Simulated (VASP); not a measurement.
# Si3N4 (P6_3/m) in VASP: single point with PBE+D3(BJ)

Aim: the single point of Si3N4 with PBE+D3(BJ).

All numbers are computed with VASP 6.6.1; they aren't measurements. Logs are shortened: lines on timing, memory, paths and dates and some standing lists are left out, and cuts for length are marked.

**1. The cell of the first run**

The structure is hexagonal, space group P6_3/m (No. 176). The conventional cell has a = 7.619 Å, b = 7.619 Å, c = 2.911 Å, α = 90.00°, β = 90.00°, γ = 120.00°. Si (site symmetry m) has 4 N at 1.73 to 1.74 Å within 2.3 Å. N (site symmetry m) has 3 Si at 1.74 Å within 2.3 Å. Within 2.3 Å of N (site symmetry -6) lie 3 Si at 1.73 Å.

**2. Single point, PBE+D3(BJ)**

File INCAR:

```
SYSTEM = Si3N4
PREC = Accurate
ENCUT = 520
EDIFF = 1E-6
ISMEAR = 0
SIGMA = 0.02
LREAL = .FALSE.
LASPH = .TRUE.
NELM = 100
ALGO = Normal
ISIF = 2
LWAVE = .FALSE.
LCHARG = .FALSE.
GGA = PE
IVDW = 12
NBANDS = 45
```

File KPOINTS:

```
regular mesh
0
G
  6 6 8
  0 0 0
```

File POSCAR:

```
Si3N4
1.0
    7.6193403673      0.0000000000      0.0000000000
   -3.8096701836      6.5985423181      0.0000000000
    0.0000000000      0.0000000000      2.9112491710
Si N
6 8
Direct
    0.7678322059      0.1740762539      0.2500000000
    0.5937559520      0.7678322059      0.7500000000
    0.8259237461      0.5937559520      0.2500000000
    0.2321677941      0.8259237461      0.7500000000
    0.4062440480      0.2321677941      0.2500000000
    0.1740762539      0.4062440480      0.7500000000
    0.0298794340      0.3299423626      0.2500000000
    0.6999370714      0.0298794340      0.7500000000
    0.6700576374      0.6999370714      0.2500000000
    0.9701205660      0.6700576374      0.7500000000
    0.3000629286      0.9701205660      0.2500000000
    0.3299423626      0.3000629286      0.7500000000
    0.6666666667      0.3333333333      0.2500000000
    0.3333333333      0.6666666667      0.7500000000
```

Potentials or basis: VASP PAW PBE potentials, release 64 (Si, N).

Started as:

```console
cat potpaw_PBE.64/Si/POTCAR potpaw_PBE.64/N/POTCAR > POTCAR
mpirun -np 1 vasp_std > vasp.out
```

OUTCAR:

```text
SYSTEM = Si3N4
   PREC = Accurate
   ENCUT = 520
   EDIFF = 1E-6
   ISMEAR = 0
   LREAL = .FALSE.
   LASPH = .TRUE.
   NELM = 100
   ISIF = 2
   GGA = PE
   IVDW = 12
 IVDW          = 12

 ion  position               nearest neighbor table
   1  0.768  0.174  0.250-  13 1.73   8 1.74   8 1.74   7 1.74   3 3.00   5 3.00   2 3.06   2 3.06
                             6 3.06   6 3.06
   2  0.594  0.768  0.750-  14 1.73   9 1.74   9 1.74   8 1.74   6 3.00   4 3.00   1 3.06   1 3.06
                             3 3.06   3 3.06
   3  0.826  0.594  0.250-  13 1.73  10 1.74  10 1.74   9 1.74   1 3.00   5 3.00   2 3.06   2 3.06
                             4 3.06   4 3.06
   4  0.232  0.826  0.750-  14 1.73  11 1.74  11 1.74  10 1.74   6 3.00   2 3.00   5 3.06   5 3.06
                             3 3.06   3 3.06
   5  0.406  0.232  0.250-  13 1.73  12 1.74  12 1.74  11 1.74   3 3.00   1 3.00   4 3.06   4 3.06
                             6 3.06   6 3.06
   6  0.174  0.406  0.750-  14 1.73   7 1.74   7 1.74  12 1.74   4 3.00   2 3.00   5 3.06   5 3.06
                             1 3.06   1 3.06
   7  0.030  0.330  0.250-   6 1.74   6 1.74   1 1.74
   8  0.700  0.030  0.750-   1 1.74   1 1.74   2 1.74
   9  0.670  0.700  0.250-   2 1.74   2 1.74   3 1.74
  10  0.970  0.670  0.750-   3 1.74   3 1.74   4 1.74
  11  0.300  0.970  0.250-   4 1.74   4 1.74   5 1.74
  12  0.330  0.300  0.750-   5 1.74   5 1.74   6 1.74
  13  0.667  0.333  0.250-   1 1.73   3 1.73   5 1.73
  14  0.333  0.667  0.750-   4 1.73   6 1.73   2 1.73

  LATTYP: Found a hexagonal cell.
 ALAT       =     7.6193403673
 C/A-ratio  =     0.3820867727

  Lattice vectors:

 A1 = (   7.6193403673,   0.0000000000,   0.0000000000)
 A2 = (  -3.8096701836,   6.5985423181,   0.0000000000)
 A3 = (   0.0000000000,   0.0000000000,   2.9112491710)

Analysis of symmetry for initial positions (statically):
=====================================================================
 Subroutine PRICEL returns:
 Original cell was already a primitive cell.

 Routine SETGRP: Setting up the symmetry group for a
 hexagonal supercell.

 Subroutine GETGRP returns: Found 12 space group operations
 (whereof  6 operations were pure point group operations)
 out of a pool of 24 trial point group operations.

The static configuration has the point symmetry S_6 .
 The point group associated with its full space group is C_6h.

Analysis of symmetry for dynamics (positions and initial velocities):
=====================================================================
 Subroutine PRICEL returns:
 Original cell was already a primitive cell.

 Routine SETGRP: Setting up the symmetry group for a
 hexagonal supercell.

 Subroutine GETGRP returns: Found 12 space group operations
 (whereof  6 operations were pure point group operations)
 out of a pool of 24 trial point group operations.

The dynamic configuration has the point symmetry S_6 .
 The point group associated with its full space group is C_6h.

 Subroutine INISYM returns: Found 12 space group operations
 (whereof  6 operations are pure point group operations),
 and found     1 'primitive' translations

----------------------------------------------------------------------------------------

                                     Primitive cell

  volume of cell :     146.3675

  direct lattice vectors                    reciprocal lattice vectors
     7.619340367  0.000000000  0.000000000     0.131244957  0.075774311  0.000000000
    -3.809670184  6.598542318  0.000000000     0.000000000  0.151548623  0.000000000
     0.000000000  0.000000000  2.911249171     0.000000000  0.000000000  0.343495160

  length of vectors
     7.619340367  7.619340367  2.911249171     0.151548623  0.151548623  0.343495160

  position of ions in fractional coordinates (direct lattice)
     0.767832206  0.174076254  0.250000000
     0.593755952  0.767832206  0.750000000
     0.825923746  0.593755952  0.250000000
     0.232167794  0.825923746  0.750000000
     0.406244048  0.232167794  0.250000000
     0.174076254  0.406244048  0.750000000
     0.029879434  0.329942363  0.250000000
     0.699937071  0.029879434  0.750000000
     0.670057637  0.699937071  0.250000000
     0.970120566  0.670057637  0.750000000
     0.300062929  0.970120566  0.250000000
     0.329942363  0.300062929  0.750000000
     0.666666667  0.333333333  0.250000000
     0.333333333  0.666666667  0.750000000

  ion indices of the primitive-cell ions
   primitive index   ion index
                 1           1
                 2           2
                 3           3
                 4           4
                 5           5
                 6           6
                 7           7
                 8           8
                 9           9
                10          10
                11          11
                12          12
                13          13
                14          14

----------------------------------------------------------------------------------------

 KPOINTS: regular mesh

Automatic generation of k-mesh.
 Grid dimensions read from file:
 generate k-points for:    6    6    8

 Generating k-lattice:

  Cartesian coordinates                     Fractional coordinates (reciprocal lattice)
     0.021874160  0.012629052  0.000000000     0.166666667  0.000000000  0.000000000
     0.000000000  0.025258104  0.000000000     0.000000000  0.166666667  0.000000000
     0.000000000  0.000000000  0.042936895     0.000000000  0.000000000  0.125000000

  Length of vectors
     0.025258104  0.025258104  0.042936895

  Shift w.r.t. Gamma in fractional coordinates (k-lattice)
     0.000000000  0.000000000  0.000000000

 Subroutine IBZKPT returns following result:
 ===========================================

 Found     40 irreducible k-points:

 Following reciprocal coordinates:
            Coordinates               Weight
  0.000000  0.000000  0.000000      1.000000
  0.166667  0.000000  0.000000      6.000000
  0.333333  0.000000  0.000000      6.000000
  0.500000  0.000000  0.000000      3.000000
  0.166667  0.166667  0.000000      6.000000
  0.333333  0.166667  0.000000      6.000000
[... 16 lines left out ...]
 -0.333333  0.500000 -0.250000     12.000000
  0.333333  0.333333  0.250000      4.000000
 [... further k-points ...]
   k-points           NKPTS =     40   k-points in BZ     NKDIM =     40   number of bands    NBANDS=     45
   number of dos      NEDOS =    301   number of ions     NIONS =     14
   total plane-waves  NPLWV =  86400
   dimension x,y,z NGX =    60 NGY =   60 NGZ =   24
   dimension x,y,z NGXF=   120 NGYF=  120 NGZF=   48
   ions per type =               6   8
   NGX,Y,Z   is equivalent  to a cutoff of  13.09, 13.09, 13.71 a.u.
   NGXF,Y,Z  is equivalent  to a cutoff of  26.18, 26.18, 27.41 a.u.
 SYSTEM =  Si3N4
   PREC   = accura    normal or accurate (medium, high low for compatibility)
   ISTART =      0    job   : 0-new  1-cont  2-samecut
   ICHARG =      2    charge: 1-file 2-atom 10-const
   ISPIN  =      1    spin polarized calculation?
   LNONCOLLINEAR =      F non collinear calculations
   LSORBIT =      F    spin-orbit coupling
   LASPH  =      T    aspherical Exc in radial PAW
   ENCUT  =  520.0 eV  38.22 Ry    6.18 a.u.  14.17 14.17  5.41*2*pi/ulx,y,z
   NELM   =    100;   NELMIN=  2; NELMDL= -5     # of ELM steps
   EDIFF  = 0.1E-05   stopping-criterion for ELM
   LREAL  =      F    real-space projection
   EDIFFG = 0.1E-04   stopping-criterion for IOM
   NSW    =      0    number of steps for IOM
   IBRION =     -1    ionic relax: 0-MD 1-quasi-New 2-CG
   NFREE  =      0    steps in history (QN), initial steepest desc. (CG)
   ISIF   =      2    stress and relaxation
   ISYM   =      2    0-nonsym 1-usesym 2-fastsym
   POTIM  = 0.5000    time-step for ionic-motion
   TEBEG  =    0.0;   TEEND  =   0.0 temperature during run
   PSTRESS=    0.0 pullay stress
   NELECT =      64.0000    total number of electrons
   NUPDOWN=      -1.0000    fix difference up-down
   EMIN   =  10.00;   EMAX   =-10.00  energy-range for DOS
   EFERMI =   0.00;   METHOD = LEGACY
   ISMEAR =     0;   SIGMA  =   0.02  broadening in eV -4-tet -1-fermi 0-gaus
   EFERMI_NEDOS =   21; number of points for ismear=-14 and -15
   IALGO  =     38    algorithm
   IMIX   =      4    mixing-type and parameters
     AMIX     =   0.40;   BMIX     =  1.00
     AMIX_MAG =   1.60;   BMIX_MAG =  1.00
  volume/ion in A,a.u.               =      10.45        70.55
  Fermi-wavevector in a.u.,A,eV,Ry     =   1.242567  2.348112 21.007033  1.543973
  Thomas-Fermi vector in A             =   2.376916
   LORBIT       =      0    0 simple, 1 ext, 2 COOP (PROOUT), +10 PAW based schemes
   GGA     = PE    functional components
   LHFCALC =     F    Hartree Fock is set to
   AEXX    =    0.0000 exact exchange contribution
   IVDW    =    12    specifies the selected vdW correction
   LEPSILON=     F    determine dielectric tensor
   LRPA    =     F    only Hartree local field effects (RPA)
 non-spin polarized calculation
 Gauss-broadening in eV      SIGMA  =   0.02
  energy-cutoff  :      520.00
  volume of cell :      146.37
 maximum number of plane-waves:      3966
 NGX is ok and might be reduce to    60
   NGX = 29   NGY = 29   NGZ = 11

 number of electron      63.9999992 magnetization

 Free energy of the ion-electron system (eV)
  ---------------------------------------------------
  ext. energy  EPLUGINS =         0.00000000
  ---------------------------------------------------
  free energy    TOTEN  =      -114.51581958 eV

  energy without entropy =     -114.51581958  energy(sigma->0) =     -114.51581958

 E-fermi :   6.8600     XC(G=0): -10.7835

 val. band max:        6.7003998116   @ k =   0.0000   0.0000   0.1250
 cond. band min:      11.0188387049   @ k =   0.0000   0.0000   0.0000
 fundamental gap:      4.3184388933
 Fermi energy:         6.8599786260

 k-point     1 :       0.0000    0.0000    0.0000
  band No.  band energies     occupation
      1     -11.4733      2.00000
      2     -10.0172      2.00000
      3     -10.0172      2.00000
      4      -9.3867      2.00000
      5      -9.2511      2.00000
      6      -9.2511      2.00000
[... 36 lines left out ...]
     43      15.3894      0.00000
     44      16.2273      0.00000

 k-point     2 :       0.1667    0.0000    0.0000
  band No.  band energies     occupation
      1     -11.4133      2.00000
      2     -10.1765      2.00000
      3     -10.0696      2.00000
      4      -9.6509      2.00000
      5      -9.1453      2.00000
      6      -8.8446      2.00000
[... 36 lines left out ...]
     43      15.3205      0.00000
     44      15.9129      0.00000

 k-point     3 :       0.3333    0.0000    0.0000
  band No.  band energies     occupation
      1     -11.2379      2.00000
      2     -10.5542      2.00000
      3     -10.1519      2.00000
      4      -9.7448      2.00000
      5      -8.9324      2.00000
      6      -8.4673      2.00000
[... 976 lines left out ...]
     43      14.8747      0.00000
     44      15.1536      0.00000

 k-point    24 :       0.3333    0.3333    0.2500
  band No.  band energies     occupation
      1     -10.1624      2.00000
      2     -10.1624      2.00000
      3      -9.9385      2.00000
      4      -8.7041      2.00000
      5      -8.7041      2.00000
      6      -7.9604      2.00000
[... 36 lines left out ...]
     43      14.9593      0.00000
     44      14.9593      0.00000

 [... further k-points ...]

 [bands above 44 left out]

------------------------ aborting loop because EDIFF is reached ----------------------------------------

 Edisp (eV)   -3.58056

 E8    (eV) :    -1.2747

  FORCE on cell =-STRESS in cart. coord.  units (eV):
  Direction    XX          YY          ZZ          XY          YZ          ZX
  --------------------------------------------------------------------------------------
  -------------------------------------------------------------------------------------
  Total      -0.25375    -0.25375    -0.29559    -0.00000     0.00000     0.00000
  in kB      -2.77757    -2.77757    -3.23560    -0.00000     0.00000     0.00000
  external pressure =       -2.93 kB  Pullay stress =        0.00 kB

 VOLUME and BASIS-vectors are now :
 -----------------------------------------------------------------------------
  energy-cutoff  :      520.00
  volume of cell :      146.37
      direct lattice vectors                 reciprocal lattice vectors
     7.619340367  0.000000000  0.000000000     0.131244957  0.075774311  0.000000000
    -3.809670184  6.598542318  0.000000000     0.000000000  0.151548623  0.000000000
     0.000000000  0.000000000  2.911249171     0.000000000  0.000000000  0.343495160

 POSITION                                       TOTAL-FORCE (eV/Angst)
 -----------------------------------------------------------------------------------
      5.18720      1.14865      0.72781         0.002265      0.002834     -0.000000
      1.59884      5.06657      2.18344        -0.001322      0.003379     -0.000000
      4.03098      3.91792      0.72781        -0.003587      0.000545     -0.000000
     -1.37753      5.44989      2.18344        -0.002265     -0.002834     -0.000000
      2.21083      1.53197      0.72781         0.001322     -0.003379      0.000000
     -0.22131      2.68062      2.18344         0.003587     -0.000545     -0.000000
     -1.02931      2.17714      0.72781        -0.000618     -0.002570      0.000000
      5.21923      0.19716      2.18344         0.001917     -0.001820     -0.000000
      2.43887      4.61856      0.72781         0.002535      0.000750     -0.000000
      4.83898      4.42140      2.18344         0.000618      0.002570     -0.000000
     -1.40956      6.40138      0.72781        -0.001917      0.001820     -0.000000
      1.37080      1.97998      2.18344        -0.002535     -0.000750     -0.000000
      3.80967      2.19951      0.72781         0.000000     -0.000000      0.000000
     -0.00000      4.39903      2.18344         0.000000     -0.000000      0.000000
 -----------------------------------------------------------------------------------
    total drift:                                0.000000     -0.000000     -0.000000

  FREE ENERGIE OF THE ION-ELECTRON SYSTEM (eV)
  ---------------------------------------------------
  free  energy   TOTEN  =      -118.0963814066 eV

  energy  without entropy=     -118.0963814066  energy(sigma->0) =     -118.09638141
```

Run time: 3.9 min. Hardware: 1 thread of Intel Xeon Platinum 8375C at 2.90GHz (Ice Lake), shared host; peak memory 0.38 GiB.

Results:

- Free energy: -118.0964 eV
- Pressure: -0.3 GPa
- Largest force: 0.004 eV/Å
- Band gap on the k mesh: 4.32 eV, indirect (least direct gap 4.51 eV)
- Dispersion energy per atom: -0.256 eV

Forces on the atoms (eV/Å):
```
Si   0.002  0.003  0.000
Si  -0.001  0.003  0.000
Si  -0.004  0.001  0.000
Si  -0.002 -0.003  0.000
Si   0.001 -0.003  0.000
Si   0.004 -0.001  0.000
N   -0.001 -0.003  0.000
N    0.002 -0.002  0.000
N    0.003  0.001  0.000
N    0.001  0.003  0.000
N   -0.002  0.002  0.000
N   -0.003 -0.001  0.000
N    0.000  0.000  0.000
N    0.000  0.000  0.000
```
